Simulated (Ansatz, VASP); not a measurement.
## One calculation of Na6Hf, two programs

Contents of INCAR:

```
ALGO = Normal ; EDIFF = 1E-7
EDIFFG = -0.04 ; ENCUT = 600
GGA = PE ; IBRION = 2
ISIF = 3 ; ISMEAR = 0
LASPH = True ; LCHARG = False
LREAL = False ; LWAVE = False
NELM = 60 ; NSW = 90
PREC = Accurate ; SIGMA = 0.1
```

File KPOINTS:

```
k-points
0
Gamma
  4 4 4
```

The input POSCAR:

```
Na6Hf
1.0
    0.0000000000      4.2096819000      4.2096819000
    4.2096819000      0.0000000000      4.2096819000
    4.2096819000      4.2096819000      0.0000000000
Na Hf
6 1
Direct
    0.5000000000      0.5000000000      0.0000000000
    0.5000000000      0.0000000000      0.5000000000
    0.0000000000      0.0000000000      0.5000000000
    0.0000000000      0.5000000000      0.0000000000
    0.0000000000      0.5000000000      0.5000000000
    0.5000000000      0.0000000000      0.0000000000
    0.0000000000      0.0000000000      0.0000000000
```

Input for Ansatz:

```yaml
crystal:
  lattice:
    - [0.0, 4.2096819, 4.2096819]
    - [4.2096819, 0.0, 4.2096819]
    - [4.2096819, 4.2096819, 0.0]
  atoms:
    - { symbol: Na, position: [0.5, 0.5, 0.0] }
    - { symbol: Na, position: [0.5, 0.0, 0.5] }
    - { symbol: Na, position: [0.0, 0.0, 0.5] }
    - { symbol: Na, position: [0.0, 0.5, 0.0] }
    - { symbol: Na, position: [0.0, 0.5, 0.5] }
    - { symbol: Na, position: [0.5, 0.0, 0.0] }
    - { symbol: Hf, position: [0.0, 0.0, 0.0] }
basis:
  ecutwfc: 420
kpoints:
  mp_grid: { grid: [4, 4, 4] }
hamiltonian:
  xc: pbe
scf:
  occupations: { method: gaussian, width: 0.1 }
  lower_state_search: "off"
output:
  forces: true
  stress: true
  eigenvalues: true
relax:
  adjacent_minimum: "off"
  f_tol: 0.04
  max_steps: 70
  cell: { stress_tol: 0.4 }
```

Change from the starting cell: species swapped into the Zn6Mo type (Fm-3m, No. 225).

Alike in both runs: task relaxation of cell and atoms; functional PBE; k mesh 4 × 4 × 4; occupations gaussian, width 0.1 eV; no spin polarisation.

|  | VASP | Ansatz |
| --- | --- | --- |
| version | VASP 6.6.1 | Ansatz 0.2.0 |
| potentials or method | VASP PAW PBE potentials, release 64 (Na_pv, Hf_pv), cutoff 600 eV | scalar-relativistic, plane waves, PAW |
| valence electrons in the cell | 52 | 80 |

|  | VASP | Ansatz | Ansatz less VASP |
| --- | --- | --- | --- |
| gap on the k mesh at the Fermi level, each at its own relaxed structure (eV) | none | none | - |
| relaxed volume (Å³/atom) | 35.66 | 35.98 | +0.318 |
| relaxed cell length with the largest relative difference (Å) | 7.068 | 7.089 | +0.0209 |

A gap of «none» marks a metal or a gap that the smearing closes. VASP's potentials hold 52 valence electrons a cell and Ansatz's 80, so a difference there can come from the potentials and not from the codes.

Spin-orbit coupling is off throughout. Noted on VASP's run: the volume moved by over 15 % at a fixed basis, so the end points are rough.
